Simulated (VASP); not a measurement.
# BAs (F-43m) in VASP: further runs, part 2 of 2

VASP 6.6.1. Earlier steps stand in the parts before.

## Step 3: Relaxation of the atoms, PBE

Input file INCAR:

```
PREC     = Accurate       # precision mode
ENCUT    = 520            # plane-wave cutoff, eV
EDIFF    = 1E-7           # SCF threshold, eV
ISMEAR   = -1             # smearing method
SIGMA    = 0.02           # smearing width, eV
LREAL    = False          # projectors in reciprocal space
LASPH    = True           # aspherical terms in the spheres
NELM     = 60             # most SCF steps
ALGO     = Normal         # electronic algorithm
ISIF     = 2              # what is computed and relaxed
LWAVE    = False          # write WAVECAR
LCHARG   = False          # write CHGCAR
GGA      = PE             # functional
IBRION   = 2              # ionic algorithm
NSW      = 80             # ionic steps
EDIFFG   = -0.02          # ionic threshold
```

Input file KPOINTS:

```
regular mesh
0
Gamma
  10 10 10
```

Input file POSCAR:

```
BAs
1.0
    0.0000000000      2.3885000000      2.3885000000
    2.3885000000      0.0000000000      2.3885000000
    2.3885000000      2.3885000000      0.0000000000
B As
1 1
Direct
    0.0000000000      0.0000000000      0.0000000000
    0.2500000000      0.2500000000      0.2500000000
```

Potentials or basis: VASP PAW PBE potentials, release 64 (B, As).

The run is started by

```bash
> cat potpaw_PBE.64/B/POTCAR potpaw_PBE.64/As/POTCAR > POTCAR
> mpirun -np 1 vasp_std > vasp.out
```

OUTCAR:

```text
PREC = Accurate
   ENCUT = 520
   EDIFF = 1E-7
   ISMEAR = -1
   LREAL = False
   LASPH = True
   NELM = 60
   ISIF = 2
   GGA = PE
   IBRION = 2
   NSW = 80
   EDIFFG = -0.02

 ion  position               nearest neighbor table
   1  0.000  0.000  0.000-   2 2.07   2 2.07   2 2.07   2 2.07
   2  0.250  0.250  0.250-   1 2.07   1 2.07   1 2.07   1 2.07

  LATTYP: Found a face centered cubic cell.
 ALAT       =     4.7770000000

  Lattice vectors:

 A1 = (   0.0000000000,   2.3885000000,   2.3885000000)
 A2 = (   2.3885000000,   0.0000000000,   2.3885000000)
 A3 = (   2.3885000000,   2.3885000000,   0.0000000000)

Analysis of symmetry for initial positions (statically):
=====================================================================
 Subroutine PRICEL returns:
 Original cell was already a primitive cell.

 Routine SETGRP: Setting up the symmetry group for a
 face centered cubic supercell.

 Subroutine GETGRP returns: Found 24 space group operations
 (whereof 24 operations were pure point group operations)
 out of a pool of 48 trial point group operations.

The static configuration has the point symmetry T_d .

Analysis of symmetry for dynamics (positions and initial velocities):
=====================================================================
 Subroutine PRICEL returns:
 Original cell was already a primitive cell.

 Routine SETGRP: Setting up the symmetry group for a
 face centered cubic supercell.

 Subroutine GETGRP returns: Found 24 space group operations
 (whereof 24 operations were pure point group operations)
 out of a pool of 48 trial point group operations.

The dynamic configuration has the point symmetry T_d .

 Subroutine INISYM returns: Found 24 space group operations
 (whereof 24 operations are pure point group operations),
 and found     1 'primitive' translations

----------------------------------------------------------------------------------------

                                     Primitive cell

  volume of cell :      27.2525

  direct lattice vectors                    reciprocal lattice vectors
     0.000000000  2.388500000  2.388500000    -0.209336404  0.209336404  0.209336404
     2.388500000  0.000000000  2.388500000     0.209336404 -0.209336404  0.209336404
     2.388500000  2.388500000  0.000000000     0.209336404  0.209336404 -0.209336404

  length of vectors
     3.377849094  3.377849094  3.377849094     0.362581287  0.362581287  0.362581287

  position of ions in fractional coordinates (direct lattice)
     0.000000000  0.000000000  0.000000000
     0.250000000  0.250000000  0.250000000

  ion indices of the primitive-cell ions
   primitive index   ion index
                 1           1
                 2           2

----------------------------------------------------------------------------------------

 KPOINTS: regular mesh

Automatic generation of k-mesh.
 Grid dimensions read from file:
 generate k-points for:   10   10   10

 Generating k-lattice:

  Cartesian coordinates                     Fractional coordinates (reciprocal lattice)
    -0.020933640  0.020933640  0.020933640     0.100000000  0.000000000  0.000000000
     0.020933640 -0.020933640  0.020933640     0.000000000  0.100000000  0.000000000
     0.020933640  0.020933640 -0.020933640     0.000000000  0.000000000  0.100000000

  Length of vectors
     0.036258129  0.036258129  0.036258129

  Shift w.r.t. Gamma in fractional coordinates (k-lattice)
     0.000000000  0.000000000  0.000000000

 Subroutine IBZKPT returns following result:
 ===========================================

 Found     47 irreducible k-points:

 Following reciprocal coordinates:
            Coordinates               Weight
  0.000000  0.000000  0.000000      1.000000
  0.100000  0.000000  0.000000      8.000000
  0.200000  0.000000  0.000000      8.000000
  0.300000  0.000000  0.000000      8.000000
  0.400000  0.000000  0.000000      8.000000
  0.500000  0.000000  0.000000      4.000000
[... 16 lines left out ...]
  0.300000  0.300000  0.000000      6.000000
  0.400000  0.300000  0.000000     24.000000
 [... further k-points ...]
   k-points           NKPTS =     47   k-points in BZ     NKDIM =     47   number of bands    NBANDS=      8
   number of dos      NEDOS =    301   number of ions     NIONS =      2
   total plane-waves  NPLWV =  21952
   dimension x,y,z NGX =    28 NGY =   28 NGZ =   28
   dimension x,y,z NGXF=    56 NGYF=   56 NGZF=   56
   ions per type =               1   1
   NGX,Y,Z   is equivalent  to a cutoff of  13.78, 13.78, 13.78 a.u.
   NGXF,Y,Z  is equivalent  to a cutoff of  27.56, 27.56, 27.56 a.u.
 SYSTEM =  unknown system
   PREC   = accura    normal or accurate (medium, high low for compatibility)
   ISTART =      0    job   : 0-new  1-cont  2-samecut
   ICHARG =      2    charge: 1-file 2-atom 10-const
   ISPIN  =      1    spin polarized calculation?
   LNONCOLLINEAR =      F non collinear calculations
   LSORBIT =      F    spin-orbit coupling
   LASPH  =      T    aspherical Exc in radial PAW
   ENCUT  =  520.0 eV  38.22 Ry    6.18 a.u.   6.28  6.28  6.28*2*pi/ulx,y,z
   NELM   =     60;   NELMIN=  2; NELMDL= -5     # of ELM steps
   EDIFF  = 0.1E-06   stopping-criterion for ELM
   LREAL  =      F    real-space projection
   EDIFFG = -.2E-01   stopping-criterion for IOM
   NSW    =     80    number of steps for IOM
   IBRION =      2    ionic relax: 0-MD 1-quasi-New 2-CG
   NFREE  =      1    steps in history (QN), initial steepest desc. (CG)
   ISIF   =      2    stress and relaxation
   ISYM   =      2    0-nonsym 1-usesym 2-fastsym
   POTIM  = 0.5000    time-step for ionic-motion
   TEBEG  =    0.0;   TEEND  =   0.0 temperature during run
   PSTRESS=    0.0 pullay stress
   NELECT =       8.0000    total number of electrons
   NUPDOWN=      -1.0000    fix difference up-down
   EMIN   =  10.00;   EMAX   =-10.00  energy-range for DOS
   EFERMI =   0.00;   METHOD = LEGACY
   ISMEAR =    -1;   SIGMA  =   0.02  broadening in eV -4-tet -1-fermi 0-gaus
   EFERMI_NEDOS =   21; number of points for ismear=-14 and -15
   IALGO  =     38    algorithm
   IMIX   =      4    mixing-type and parameters
     AMIX     =   0.40;   BMIX     =  1.00
     AMIX_MAG =   1.60;   BMIX_MAG =  1.00
  volume/ion in A,a.u.               =      13.63        91.95
  Fermi-wavevector in a.u.,A,eV,Ry     =   1.088018  2.056057 16.106360  1.183784
  Thomas-Fermi vector in A             =   2.224191
   LORBIT       =      0    0 simple, 1 ext, 2 COOP (PROOUT), +10 PAW based schemes
   GGA     = PE    functional components
   LHFCALC =     F    Hartree Fock is set to
   AEXX    =    0.0000 exact exchange contribution
   IVDW    =     0    specifies the selected vdW correction
   LEPSILON=     F    determine dielectric tensor
   LRPA    =     F    only Hartree local field effects (RPA)
 conjugate gradient relaxation of ions
 non-spin polarized calculation
  energy-cutoff  :      520.00
  volume of cell :       27.25
 maximum number of plane-waves:       754
 NGX is ok and might be reduce to    28
   NGX = 13   NGY = 13   NGZ = 13

 number of electron       8.0000000 magnetization

 Free energy of the ion-electron system (eV)
  ---------------------------------------------------
  ext. energy  EPLUGINS =         0.00000000
  ---------------------------------------------------
  free energy    TOTEN  =       -11.40640282 eV

  energy without entropy =      -11.40640282  energy(sigma->0) =      -11.40640282

 E-fermi :   6.5631     XC(G=0): -10.5843

 val. band max:        6.1261655220   @ k =   0.0000   0.0000   0.0000
 cond. band min:       7.3017321523   @ k =   0.4000   0.4000   0.0000
 fundamental gap:      1.1755666303
 Fermi energy:         6.5630606879

 k-point     1 :       0.0000    0.0000    0.0000
  band No.  band energies     occupation
      1      -9.2750      2.00000
      2       6.1262      2.00000
      3       6.1262      2.00000
      4       6.1262      2.00000
      5       9.4027      0.00000
      6       9.4027      0.00000
      7       9.4027      0.00000
      8      10.8130      0.00000
[... 243 lines left out ...]
 k-point    24 :       0.4000    0.3000    0.0000
  band No.  band energies     occupation
      1      -6.6309      2.00000
      2      -0.3315      2.00000
      3       2.1498      2.00000
      4       2.6400      2.00000
      5       7.8224      0.00000
      6       9.5221      0.00000
      7      14.9619      0.00000
      8      15.1947      0.00000

 [... further k-points ...]

------------------------ aborting loop because EDIFF is reached ----------------------------------------

  FORCE on cell =-STRESS in cart. coord.  units (eV):
  Direction    XX          YY          ZZ          XY          YZ          ZX
  --------------------------------------------------------------------------------------
  -------------------------------------------------------------------------------------
  Total        0.5835723      0.5835723      0.5835723      0.0000000     -0.0000000      0.0000000
  in kB       34.3083268     34.3083268     34.3083268      0.0000000     -0.0000000      0.0000000
  external PRESSURE =      34.3083268 kB  Pullay stress =       0.0000000 kB

 VOLUME and BASIS-vectors are now :
 -----------------------------------------------------------------------------
  energy-cutoff  :      520.00
  volume of cell :       27.25
      direct lattice vectors                 reciprocal lattice vectors
     0.000000000  2.388500000  2.388500000    -0.209336404  0.209336404  0.209336404
     2.388500000  0.000000000  2.388500000     0.209336404 -0.209336404  0.209336404
     2.388500000  2.388500000  0.000000000     0.209336404  0.209336404 -0.209336404

 POSITION                                       TOTAL-FORCE (eV/Angst)
 -----------------------------------------------------------------------------------
      0.00000      0.00000      0.00000         0.000000      0.000000      0.000000
      1.19425      1.19425      1.19425        -0.000000     -0.000000     -0.000000
 -----------------------------------------------------------------------------------
    total drift:                               -0.000000     -0.000000     -0.000000

  FREE ENERGIE OF THE ION-ELECTRON SYSTEM (eV)
  ---------------------------------------------------
  free  energy   TOTEN  =       -11.4064028216 eV

  energy  without entropy=      -11.4064028216  energy(sigma->0) =      -11.40640282

 reached required accuracy - stopping structural energy minimisation
```

It took 22 s on 1 thread of Intel Xeon 8259CL, shared host; peak memory 0.16 GiB.

Results:

```
Free energy             : -11.4064 eV
Pressure after relaxing : 3.4 GPa
Band gap on the k mesh  : 1.18 eV (least direct gap 3.28 eV)
```

Final structure:
```
CELL_PARAMETERS angstrom
0.00000 2.38850 2.38850
2.38850 0.00000 2.38850
2.38850 2.38850 0.00000
ATOMIC_POSITIONS crystal
B 0.00000 0.00000 0.00000
As 0.25000 0.25000 0.25000
```

Caveat: the relaxation stopped at its first step, so nothing moved. A k mesh can miss the band edges.
